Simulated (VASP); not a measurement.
Input of a VASP 6.6.1 run:

File INCAR:

```
ALGO = Normal ; DIPOL = 0.5 0.5 0.342
EDIFF = 1E-7 ; EDIFFG = -0.025
ENCUT = 520 ; GGA = PS
IBRION = 2 ; IDIPOL = 3
ISIF = 2 ; ISMEAR = 0
LASPH = True ; LCHARG = False
LDIPOL = True ; LREAL = False
LWAVE = False ; NELM = 60
NSW = 36 ; PREC = Accurate
SIGMA = 0.1
```

KPOINTS

```
k-points
0
Gamma
  9 9 1
```

Contents of POSCAR:

```
Mo4N
1.0
    3.1294301619      0.0000000000      0.0000000000
    0.0000000000      3.1294301619      0.0000000000
    0.0000000000      0.0000000000     20.0433475232
Mo N
4 1
Selective dynamics
Direct
    0.5000000000      0.5000000000      0.1995674622  F F F
    0.0000000000      0.0000000000      0.2776340167  F F F
    0.5000000000      0.5000000000      0.3579998484  F F F
    0.0000000000      0.0000000000      0.4262435461  F F F
    0.5000000000      0.5000000000      0.4462002923  F F T
```

Potentials or basis: VASP PAW PBE potentials, release 64 (Mo_sv, N).

Command:

```console
$ cat potpaw_PBE.64/Mo_sv/POTCAR potpaw_PBE.64/N/POTCAR > POTCAR
$ mpirun -np 1 vasp_std > vasp.out
```

Problem. Estimate the energy gained by relaxing.

Solution. 76.6 meV/atom.

Problem. Predict the band gap on the k mesh.

Solution. Zero (an odd number of electrons rules out a gap without spin polarisation).

Step by step:
```csv
step,energy change (eV),largest force on free atoms (eV/Å),pressure (GPa)
1,0.0000,4.2612,0.99
2,-0.3822,0.1565,-2.77
3,-0.3829,0.0683,-3.02
4,-0.3831,0.0015,-2.94
```

Caveat: the PAW data sets were made with another functional, which shifts forces and pressure a little.
